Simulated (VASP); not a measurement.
The system is Ni.

```xyz
1
Lattice="0.0000 1.7597 1.7597 1.7597 0.0000 1.7597 1.7597 1.7597 0.0000" Properties=species:S:1:pos:R:3 pbc="T T T"
Ni    0.0000    0.0000    0.0000
```

Base run:

| Property | Result |
| --- | --- |
| Program | VASP 6.6.1 |
| Functional | PBE |
| Potentials or basis | VASP PAW PBE potentials, release 64 (Ni) |
| Cutoff | 520 eV |
| k mesh | 14 × 14 × 14 |
| Occupations | fermi-dirac, width 0.1 eV |
| Spin | collinear spin, ferromagnetic start |
| Starting moments | [0.47] μB |
| Fixed moment | 0.47 μB |

Its results: pressure -0.3 GPa; site moments Ni +0.48 μB.

Question: The run is repeated on the same cell with these changes: fixed moment from 0.47 μB to 1.88 μB; moments at the start from [0.47] to [1.88]. What comes out?

Answer: Pressure 22.1 GPa; site moments Ni +1.77 μB.

Caveats: the total moment is fixed, so each spin has its own Fermi level.
